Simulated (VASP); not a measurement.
A run of VASP 6.6.1:

File INCAR:

```
PREC     = Accurate       # precision mode
ENCUT    = 520            # plane-wave cutoff, eV
EDIFF    = 1E-6           # SCF threshold, eV
ISMEAR   = 0              # smearing method
SIGMA    = 0.01           # smearing width, eV
LREAL    = False          # projectors in reciprocal space
LASPH    = True           # aspherical terms in the spheres
NELM     = 120            # most SCF steps
ALGO     = Normal         # electronic algorithm
ISIF     = 2              # what is computed and relaxed
LWAVE    = False          # write WAVECAR
LCHARG   = False          # write CHGCAR
GGA      = PS             # functional
NELECT   = 216.0        
NBANDS   = 127            # bands
GGA_COMPAT= False
```

Contents of KPOINTS:

```
Automatic mesh
0
Gamma
  1 1 1
  0.25 0.25 0.25
```

The input POSCAR:

```
Ta8O21
1.0
    0.0000000000     11.9846651819      3.5696847681
    5.7020527302      0.0000000000      3.5696847681
    5.7020527302     11.9846651819      0.0000000000
Ta O
8 21
Direct
    0.1032942700      0.3967057300      0.7540542400
    0.6032942700      0.8967057300      0.2540542400
    0.3967057300      0.1032942700      0.7459457600
    0.8967057300      0.6032942700      0.2459457600
    0.2459457600      0.2540542400      0.3967057300
    0.7459457600      0.7540542400      0.8967057300
    0.2540542400      0.2459457600      0.1032942700
    0.7540542400      0.7459457600      0.6032942700
    0.3109574100      0.6890425900      0.5726589900
    0.8109574100      0.1890425900      0.0726589900
    0.1890425900      0.8109574100      0.9273410100
    0.6890425900      0.3109574100      0.4273410100
    0.4273410100      0.5726589900      0.1890425900
    0.9273410100      0.0726589900      0.6890425900
    0.0726589900      0.9273410100      0.3109574100
    0.5726589900      0.4273410100      0.8109574100
    0.4188198200      0.0811801800      0.3141786100
    0.9188198200      0.5811801800      0.8141786100
    0.0811801800      0.4188198200      0.1858213900
    0.5811801800      0.9188198200      0.6858213900
    0.1858213900      0.3141786100      0.5811801800
    0.6858213900      0.8141786100      0.0811801800
    0.3141786100      0.1858213900      0.9188198200
    0.8141786100      0.6858213900      0.4188198200
    0.2500000000      0.2500000000      0.7500000000
    0.7500000000      0.7500000000      0.2500000000
    0.2500000000      0.2500000000      0.2500000000
    0.7500000000      0.7500000000      0.7500000000
    0.1677490000      0.8322510000      0.4798390000
```

Potentials or basis: VASP PAW PBE potentials, release 64 (Ta_pv, O).

The run is started by

```sh
$ cat potpaw_PBE.64/Ta_pv/POTCAR potpaw_PBE.64/O/POTCAR > POTCAR
$ mpirun -np 1 vasp_std > vasp.out
```

Hardware: 1 thread of Intel(R) Xeon(R) Platinum 8259CL CPU @ 2.50GHz (Skylake/Cascade Lake) (shared host).

Task: Estimate the wall time of this run.

Result: It took 11 min on 1 thread of Intel(R) Xeon(R) Platinum 8259CL CPU @ 2.50GHz (Skylake/Cascade Lake), on a shared host, peak memory 0.92 GiB. Counts: scf iterations 28, k points 2.
